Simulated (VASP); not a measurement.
A run of VASP 6.6.1 is set up as follows.

Contents of INCAR:

```
SYSTEM = Cs
  PREC = Accurate
  ENCUT = 520
  EDIFF = 1E-6
  ISMEAR = -1
  SIGMA = 0.01
  LREAL = .FALSE.
  LASPH = .TRUE.
  NELM = 150
  ALGO = Normal
  ISIF = 2
  LWAVE = .FALSE.
  LCHARG = .FALSE.
  ISPIN = 2
  MAGMOM = 0.987
  LORBIT = 11
  GGA = PE
  NBANDS = 14
  ISYM = 0
```

The input KPOINTS:

```
regular mesh
0
G
  1 1 1
  0 0 0
```

The input POSCAR:

```
Cs
1.0
   14.0000000000      0.0000000000      0.0000000000
    0.0000000000     14.4000000000      0.0000000000
    0.0000000000      0.0000000000     14.8000000000
Cs
1
Direct
    0.5000000000      0.5000000000      0.5000000000
```

Potentials or basis: VASP PAW PBE potentials, release 64 (Cs_sv).

Launch:

```sh
$ cat potpaw_PBE.64/Cs_sv/POTCAR > POTCAR
$ mpirun -np 1 vasp_gam > vasp.out
```

Q: Estimate the pressure.

A: 0.0 GPa.

Q: Predict the band gap on the k mesh.

A: 0.72 eV.

Caveat: spin-orbit coupling is left out, which moves the levels of the heavy elements.
